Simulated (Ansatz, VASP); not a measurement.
Al2O3 in VASP and in Ansatz

File POSCAR:

```
Al2O3
1.0
    2.4985500242      1.4425385290      4.4399267083
   -2.4985500242      1.4425385290      4.4399267083
    0.0000000000     -2.8850770581      4.4399267083
Al O
4 6
Direct
    0.8519165699      0.8519165699      0.8519165699
    0.6480834301      0.6480834301      0.6480834301
    0.1480834301      0.1480834301      0.1480834301
    0.3519165699      0.3519165699      0.3519165699
    0.0563854984      0.4436145016      0.7500000000
    0.7500000000      0.0563854984      0.4436145016
    0.4436145016      0.7500000000      0.0563854984
    0.9436145016      0.5563854984      0.2500000000
    0.2500000000      0.9436145016      0.5563854984
    0.5563854984      0.2500000000      0.9436145016
```

Contents of INCAR.step1:

```
  ALGO = Normal
  EDIFF = 1E-4
  ENCUT = 520
  GGA = PE
  ISMEAR = 0
  LASPH = True
  LCHARG = False
  LREAL = False
  LWAVE = True
  NBANDS = 35
  NELM = 80
  PREC = Accurate
  SIGMA = 0.05
```

Contents of INCAR.step2:

```
  ALGO = Normal
  EDIFF = 1E-6
  ENCUT = 520
  ISIF = 2
  ISMEAR = 0
  ISTART = 1
  LASPH = True
  LCHARG = False
  LMIXTAU = True
  LREAL = False
  LWAVE = False
  METAGGA = R2SCAN
  NBANDS = 35
  NELM = 80
  PREC = Accurate
  SIGMA = 0.05
```

Contents of KPOINTS:

```
k-points
0
Gamma
  6 6 6
```

Input for Ansatz:

```yaml
crystal:
  lattice:
    - [2.4985500242, 1.442538529, 4.4399267083]
    - [-2.4985500242, 1.442538529, 4.4399267083]
    - [0.0, -2.8850770581, 4.4399267083]
  atoms:
    - { symbol: Al, position: [0.8519165699, 0.8519165699, 0.8519165699] }
    - { symbol: Al, position: [0.6480834301, 0.6480834301, 0.6480834301] }
    - { symbol: Al, position: [0.1480834301, 0.1480834301, 0.1480834301] }
    - { symbol: Al, position: [0.3519165699, 0.3519165699, 0.3519165699] }
    - { symbol: O, position: [0.0563854984, 0.4436145016, 0.75] }
    - { symbol: O, position: [0.75, 0.0563854984, 0.4436145016] }
    - { symbol: O, position: [0.4436145016, 0.75, 0.0563854984] }
    - { symbol: O, position: [0.9436145016, 0.5563854984, 0.25] }
    - { symbol: O, position: [0.25, 0.9436145016, 0.5563854984] }
    - { symbol: O, position: [0.5563854984, 0.25, 0.9436145016] }
basis:
  ecutwfc: 500
kpoints:
  mp_grid: { grid: [6, 6, 6] }
hamiltonian:
  xc: r2scan
scf:
  occupations: { method: gaussian, width: 0.05 }
output:
  forces: true
  stress: true
  eigenvalues: true
  write_density: true
  write_potential: true
  elf: true
  volumetric_format: npy
```

Change from the starting cell: strain +0.050 along x and y, +0.025 along z, atoms carried along.

Alike in both runs: task single point; functional r2SCAN; k mesh 6 × 6 × 6; occupations gaussian, width 0.05 eV; no spin polarisation.

|  | VASP | Ansatz |
| --- | --- | --- |
| version | VASP 6.6.1 | Ansatz 0.2.0 |
| potentials or method | VASP PAW PBE potentials, release 64 (Al, O), cutoff 520 eV | scalar-relativistic, plane waves, PAW |
| valence electrons in the cell | 48 | 48 |

|  | VASP | Ansatz | Ansatz less VASP |
| --- | --- | --- | --- |
| gap on the k mesh at the Fermi level (eV) | 5.46 | 5.45 | -0.010 |
| least direct gap on the mesh (eV) | 5.46 | 5.45 | -0.010 |
| pressure (GPa) | -25.4 | -24.9 | +0.53 |
| traceless stress, the component that is largest in VASP (GPa) | 6.99 | 6.99 | +0.005 |
| rms of the force components (eV/Å) | 0.108 | 0.107 | -0.0012 |

VASP's potentials were made for PBE, not for r2SCAN. Atom by atom the forces differ by 0.005 eV/Å (rms over components).
